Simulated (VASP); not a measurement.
# Sb in VASP: relaxation of the atoms with PBEsol

Aim: the relaxation of the atoms of Sb with PBEsol.

Program: VASP 6.6.1. These are calculated values, not measurements. Logs are shortened: lines on timing, memory, paths and dates and some standing lists are left out, and cuts for length are marked.

## (1) The cell of the first run

The cell holds a slab with vacuum, 3 atoms: a = 3.334 Å, b = 3.334 Å, c = 21.444 Å, α = 90.00°, β = 90.00°, γ = 120.00°.

## (2) Relaxation of the atoms, PBEsol

INCAR

```
SYSTEM = Sb
PREC = Accurate ; ENCUT = 520
EDIFF = 1E-7 ; ISMEAR = -1
SIGMA = 0.1 ; LREAL = .False.
LASPH = .True. ; NELM = 100
ALGO = Normal ; ISIF = 2
LWAVE = .False. ; LCHARG = .False.
LDIPOL = .True. ; IDIPOL = 3
DIPOL = 0.5 0.5 0.500 ; GGA = PS
IBRION = 2 ; NSW = 32
EDIFFG = -0.01
```

KPOINTS

```
regular mesh
0
Gamma
  11 11 1
  0 0 0
```

POSCAR

```
Sb
1.0
    3.3338465302      0.0000000000      0.0000000000
   -1.6669232651      2.8871957875      0.0000000000
    0.0000000000      0.0000000000     21.4441000000
Sb
3
Direct
    0.1666666667      0.3333333333      0.3772379733
    0.5000000000      1.0000000000      0.5000000002
    0.8333333333      0.6666666667      0.6227620261
```

Potentials or basis: VASP PAW PBE potentials, release 64 (Sb).

Command:

```console
$ cat potpaw_PBE.64/Sb/POTCAR > POTCAR
$ mpirun -np 1 vasp_std > vasp.out
```

OUTCAR:

```text
SYSTEM = Sb
   PREC = Accurate
   ENCUT = 520
   EDIFF = 1E-7
   ISMEAR = -1
   LREAL = .False.
   LASPH = .True.
   NELM = 100
   ISIF = 2
   GGA = PS
   IBRION = 2
   NSW = 32
   EDIFFG = -0.01

 ion  position               nearest neighbor table
   1  0.167  0.333  0.377-   2 3.26   2 3.26   2 3.26
   2  0.500  0.000  0.500-   3 3.26   3 3.26   3 3.26   1 3.26   1 3.26   1 3.26
   3  0.833  0.667  0.623-   2 3.26   2 3.26   2 3.26

  LATTYP: Found a hexagonal cell.
 ALAT       =     3.3338465302
 C/A-ratio  =     6.4322396984

  Lattice vectors:

 A1 = (   3.3338465302,   0.0000000000,   0.0000000000)
 A2 = (  -1.6669232651,   2.8871957875,   0.0000000000)
 A3 = (   0.0000000000,   0.0000000000,  21.4441000000)

Analysis of symmetry for initial positions (statically):
=====================================================================
 Subroutine PRICEL returns:
 Original cell was already a primitive cell.

 Routine SETGRP: Setting up the symmetry group for a
 hexagonal supercell.

 Subroutine GETGRP returns: Found 12 space group operations
 (whereof  4 operations were pure point group operations)
 out of a pool of 24 trial point group operations.

The static configuration has the point symmetry C_2h.
 The point group associated with its full space group is D_3d.

Analysis of symmetry for dynamics (positions and initial velocities):
=====================================================================
 Subroutine PRICEL returns:
 Original cell was already a primitive cell.

 Routine SETGRP: Setting up the symmetry group for a
 hexagonal supercell.

 Subroutine GETGRP returns: Found 12 space group operations
 (whereof  4 operations were pure point group operations)
 out of a pool of 24 trial point group operations.

The dynamic configuration has the point symmetry C_2h.
 The point group associated with its full space group is D_3d.

 Subroutine INISYM returns: Found 12 space group operations
 (whereof  4 operations are pure point group operations),
 and found     1 'primitive' translations

----------------------------------------------------------------------------------------

                                     Primitive cell

  volume of cell :     206.4095

  direct lattice vectors                    reciprocal lattice vectors
     3.333846530  0.000000000  0.000000000     0.299953819  0.173178418  0.000000000
    -1.666923265  2.887195788  0.000000000     0.000000000  0.346356837  0.000000000
     0.000000000  0.000000000 21.444100000     0.000000000  0.000000000  0.046632873

  length of vectors
     3.333846530  3.333846530 21.444100000     0.346356837  0.346356837  0.046632873

  position of ions in fractional coordinates (direct lattice)
     0.166666667  0.333333333  0.377237973
     0.500000000  0.000000000  0.500000000
     0.833333333  0.666666667  0.622762026

  ion indices of the primitive-cell ions
   primitive index   ion index
                 1           1
                 2           2
                 3           3

----------------------------------------------------------------------------------------

 KPOINTS: regular mesh

Automatic generation of k-mesh.
 Grid dimensions read from file:
 generate k-points for:   11   11    1

 Generating k-lattice:

  Cartesian coordinates                     Fractional coordinates (reciprocal lattice)
     0.027268529  0.015743493  0.000000000     0.090909091 -0.000000000  0.000000000
     0.000000000  0.031486985  0.000000000     0.000000000  0.090909091  0.000000000
     0.000000000  0.000000000  0.046632873     0.000000000  0.000000000  1.000000000

  Length of vectors
     0.031486985  0.031486985  0.046632873

  Shift w.r.t. Gamma in fractional coordinates (k-lattice)
     0.000000000  0.000000000  0.000000000

 Subroutine IBZKPT returns following result:
 ===========================================

 Found     16 irreducible k-points:

 Following reciprocal coordinates:
            Coordinates               Weight
  0.000000  0.000000  0.000000      1.000000
  0.090909  0.000000  0.000000      6.000000
  0.181818  0.000000  0.000000      6.000000
  0.272727  0.000000  0.000000      6.000000
  0.363636  0.000000  0.000000      6.000000
  0.454545  0.000000  0.000000      6.000000
[... 8 lines left out ...]
  0.272727  0.272727  0.000000      6.000000
  0.363636  0.272727  0.000000      6.000000
   k-points           NKPTS =     16   k-points in BZ     NKDIM =     16   number of bands    NBANDS=     11
   number of dos      NEDOS =    301   number of ions     NIONS =      3
   total plane-waves  NPLWV = 125440
   dimension x,y,z NGX =    28 NGY =   28 NGZ =  160
   dimension x,y,z NGXF=    56 NGYF=   56 NGZF=  320
   ions per type =               3
   NGX,Y,Z   is equivalent  to a cutoff of  13.96, 13.96, 12.40 a.u.
   NGXF,Y,Z  is equivalent  to a cutoff of  27.93, 27.93, 24.81 a.u.
 SYSTEM =  Sb
   PREC   = accura    normal or accurate (medium, high low for compatibility)
   ISTART =      0    job   : 0-new  1-cont  2-samecut
   ICHARG =      2    charge: 1-file 2-atom 10-const
   ISPIN  =      1    spin polarized calculation?
   LNONCOLLINEAR =      F non collinear calculations
   LSORBIT =      F    spin-orbit coupling
   LASPH  =      T    aspherical Exc in radial PAW
   ENCUT  =  520.0 eV  38.22 Ry    6.18 a.u.   6.20  6.20 39.87*2*pi/ulx,y,z
   NELM   =    100;   NELMIN=  2; NELMDL= -5     # of ELM steps
   EDIFF  = 0.1E-06   stopping-criterion for ELM
   LREAL  =      F    real-space projection
   EDIFFG = -.1E-01   stopping-criterion for IOM
   NSW    =     32    number of steps for IOM
   IBRION =      2    ionic relax: 0-MD 1-quasi-New 2-CG
   NFREE  =      1    steps in history (QN), initial steepest desc. (CG)
   ISIF   =      2    stress and relaxation
   ISYM   =      2    0-nonsym 1-usesym 2-fastsym
   POTIM  = 0.5000    time-step for ionic-motion
   TEBEG  =    0.0;   TEEND  =   0.0 temperature during run
   PSTRESS=    0.0 pullay stress
   NELECT =      15.0000    total number of electrons
   NUPDOWN=      -1.0000    fix difference up-down
   EMIN   =  10.00;   EMAX   =-10.00  energy-range for DOS
   EFERMI =   0.00;   METHOD = LEGACY
   ISMEAR =    -1;   SIGMA  =   0.10  broadening in eV -4-tet -1-fermi 0-gaus
   EFERMI_NEDOS =   21; number of points for ismear=-14 and -15
   IALGO  =     38    algorithm
   IMIX   =      4    mixing-type and parameters
     AMIX     =   0.40;   BMIX     =  1.00
     AMIX_MAG =   1.60;   BMIX_MAG =  1.00
  volume/ion in A,a.u.               =      68.80       464.31
  Fermi-wavevector in a.u.,A,eV,Ry     =   0.683170  1.291004  6.350125  0.466721
  Thomas-Fermi vector in A             =   1.762456
   LORBIT       =      0    0 simple, 1 ext, 2 COOP (PROOUT), +10 PAW based schemes
   GGA     = PS    functional components
   LHFCALC =     F    Hartree Fock is set to
   AEXX    =    0.0000 exact exchange contribution
   IVDW    =     0    specifies the selected vdW correction
   LEPSILON=     F    determine dielectric tensor
   LRPA    =     F    only Hartree local field effects (RPA)
 conjugate gradient relaxation of ions
 non-spin polarized calculation
  energy-cutoff  :      520.00
  volume of cell :      206.41
 maximum number of plane-waves:      5587
 NGX is ok and might be reduce to    28
   NGX = 13   NGY = 13   NGZ = 79

 number of electron      15.0000000 magnetization

 dipolmoment           0.000000      0.000000      0.000000 electrons x Angstroem

 Free energy of the ion-electron system (eV)
  ---------------------------------------------------
  ext. energy  EPLUGINS =         0.00000000
  ---------------------------------------------------
  free energy    TOTEN  =       -12.40982584 eV

  energy without entropy =      -12.33458524  energy(sigma->0) =      -12.37220554

 E-fermi :   0.6598     XC(G=0):  -4.6509

 val. band max:        0.5802068197   @ k =   0.1818   0.0909   0.0000
 cond. band min:       0.6740720775   @ k =   0.4545   0.0909   0.0000
 fundamental gap:      0.0938652578
 Fermi energy:         0.6598012497

 k-point     1 :       0.0000    0.0000    0.0000
  band No.  band energies     occupation
      1     -12.3090      2.00000
      2     -10.8911      2.00000
      3      -9.1684      2.00000
      4      -4.0717      2.00000
      5      -0.9182      2.00000
      6       2.5962      0.00000
      7       4.5068      0.00000
      8       4.5068      0.00000
      9       4.5092      0.00000
     10       5.1706      0.00000
     11       5.4040      0.00000

 k-point     2 :       0.0909    0.0000    0.0000
  band No.  band energies     occupation
      1     -12.1597      2.00000
      2     -10.7448      2.00000
      3      -9.0312      2.00000
      4      -3.9236      2.00000
      5      -0.7979      2.00000
      6       2.6520      0.00000
      7       3.1194      0.00000
      8       3.9720      0.00000
      9       4.2136      0.00000
     10       4.6538      0.00000
     11       5.0812      0.00000

 k-point     3 :       0.1818    0.0000    0.0000
  band No.  band energies     occupation
      1     -11.7138      2.00000
      2     -10.3096      2.00000
      3      -8.6277      2.00000
      4      -3.4891      2.00000
      5      -0.5264      1.99999
      6       0.7753      0.47907
      7       1.8072      0.00002
      8       3.0441      0.00000
      9       3.1151      0.00000
     10       3.2565      0.00000
     11       4.3168      0.00000

 k-point     4 :       0.2727    0.0000    0.0000
  band No.  band energies     occupation
      1     -10.9807      2.00000
      2      -9.6022      2.00000
      3      -7.9955      2.00000
      4      -2.8285      2.00000
      5      -1.8033      2.00000
      6      -0.4495      1.99997
      7       0.2417      1.96989
      8       1.1905      0.00986
      9       2.2053      0.00000
     10       3.3675      0.00000
     11       3.5456      0.00000

 k-point     5 :       0.3636    0.0000    0.0000
  band No.  band energies     occupation
      1      -9.9915      2.00000
      2      -8.6846      2.00000
      3      -7.2970      2.00000
      4      -3.6892      2.00000
      5      -2.7961      2.00000
      6      -1.7098      2.00000
      7      -0.8578      2.00000
      8       1.0236      0.05127
      9       1.5999      0.00017
     10       2.9680      0.00000
     11       3.0482      0.00000
[... 99 lines left out ...]
 k-point    13 :       0.2727    0.1818    0.0000
  band No.  band energies     occupation
      1      -9.5760      2.00000
      2      -8.3043      2.00000
      3      -7.0319      2.00000
      4      -3.3165      2.00000
      5      -2.6138      2.00000
      6      -1.6088      2.00000
      7      -1.5326      2.00000
      8       0.0379      1.99603
      9       0.4057      1.85387
     10       1.1621      0.01309
     11       1.8076      0.00002

 k-point    14 :       0.3636    0.1818    0.0000
  band No.  band energies     occupation
      1      -8.5043      2.00000
      2      -7.5737      2.00000
      3      -6.9125      2.00000
      4      -4.2608      2.00000
      5      -3.3083      2.00000
      6      -2.6718      2.00000
      7      -1.4412      2.00000
      8      -0.3921      1.99995
      9       0.2462      1.96853
     10       0.9762      0.08108
     11       1.7703      0.00003

 k-point    15 :       0.2727    0.2727    0.0000
  band No.  band energies     occupation
      1      -8.5653      2.00000
      2      -7.5003      2.00000
      3      -6.8048      2.00000
      4      -3.4338      2.00000
      5      -3.3755      2.00000
      6      -2.3477      2.00000
      7      -2.1936      2.00000
      8      -0.6550      2.00000
      9      -0.4161      1.99996
     10       0.5161      1.61590
     11       1.8561      0.00001

 k-point    16 :       0.3636    0.2727    0.0000
  band No.  band energies     occupation
      1      -7.7888      2.00000
      2      -7.2401      2.00000
      3      -6.9480      2.00000
      4      -3.8386      2.00000
      5      -3.0933      2.00000
      6      -3.0392      2.00000
      7      -2.0500      2.00000
      8      -1.6365      2.00000
      9      -0.7537      2.00000
     10       1.3509      0.00199
     11       1.5028      0.00044

------------------------ aborting loop because EDIFF is reached ----------------------------------------

 vacuum level on the upper side and lower side of the slab       (xc-potential included)        -0.065        -0.065

  FORCE on cell =-STRESS in cart. coord.  units (eV):
  Direction    XX          YY          ZZ          XY          YZ          ZX
  --------------------------------------------------------------------------------------
  -------------------------------------------------------------------------------------
  Total       -1.0028346     -1.0028346      0.0409081     -0.0000000      0.0000000     -0.0000000
  in kB       -7.7841329     -7.7841329      0.3175340     -0.0000000      0.0000000     -0.0000000
  external PRESSURE =      -5.0835772 kB  Pullay stress =       0.0000000 kB

 VOLUME and BASIS-vectors are now :
 -----------------------------------------------------------------------------
  energy-cutoff  :      520.00
  volume of cell :      206.41
      direct lattice vectors                 reciprocal lattice vectors
     3.333846530  0.000000000  0.000000000     0.299953819  0.173178418  0.000000000
    -1.666923265  2.887195788  0.000000000     0.000000000  0.346356837  0.000000000
     0.000000000  0.000000000 21.444100000     0.000000000  0.000000000  0.046632873

 POSITION                                       TOTAL-FORCE (eV/Angst)
 -----------------------------------------------------------------------------------
      0.00000      0.96240      8.08953         0.000000     -0.000000     -0.008633
      1.66692      0.00000     10.72205        -0.000000      0.000000      0.000000
      1.66692      1.92480     13.35457        -0.000000      0.000000      0.008633
 -----------------------------------------------------------------------------------
    total drift:                                0.000000     -0.000000      0.000003

  FREE ENERGIE OF THE ION-ELECTRON SYSTEM (eV)
  ---------------------------------------------------
  free  energy   TOTEN  =       -12.4098258434 eV

  energy  without entropy=      -12.3345852397  energy(sigma->0) =      -12.37220554

 reached required accuracy - stopping structural energy minimisation

 vacuum level on the upper side and lower side of the slab         4.914         4.914
```

Run time: 57 s. Hardware: 1 thread of AMD EPYC 7R43 (Zen 3), shared host; peak memory 0.3 GiB.

Results:

| Property | Result |
| --- | --- |
| Free energy | -12.4098 eV |
| Largest force after relaxing | 0.009 eV/Å |
| Band gap on the k mesh | zero (an odd number of electrons rules out a gap without spin polarisation) |

Forces on the atoms (eV/Å):
```
Sb   0.000  0.000 -0.009
Sb   0.000  0.000  0.000
Sb   0.000  0.000  0.009
```

Final structure:
```yaml
crystal:
  lattice:
    - [3.33385, 0.00000, 0.00000]
    - [-1.66692, 2.88720, 0.00000]
    - [0.00000, 0.00000, 21.44410]
  atoms:
    - { symbol: Sb, position: [0.16667, 0.33333, 0.37724] }
    - { symbol: Sb, position: [0.50000, 0.00000, 0.50000] }
    - { symbol: Sb, position: [0.83333, 0.66667, 0.62276] }
```

Levels at points of the mesh, in eV from the Fermi level:
```csv
k point,band 5,band 6,band 7,band 8,band 9,band 10
"(0.00, 0.00, 0.00)",-1.58,1.94,3.85,3.85,3.85,4.51
```

Caveat: the relaxation stopped at its first step, so nothing moved; the PAW data sets were made with another functional, which shifts forces and pressure a little; spin-orbit coupling is left out, which moves the levels of the heavy elements.
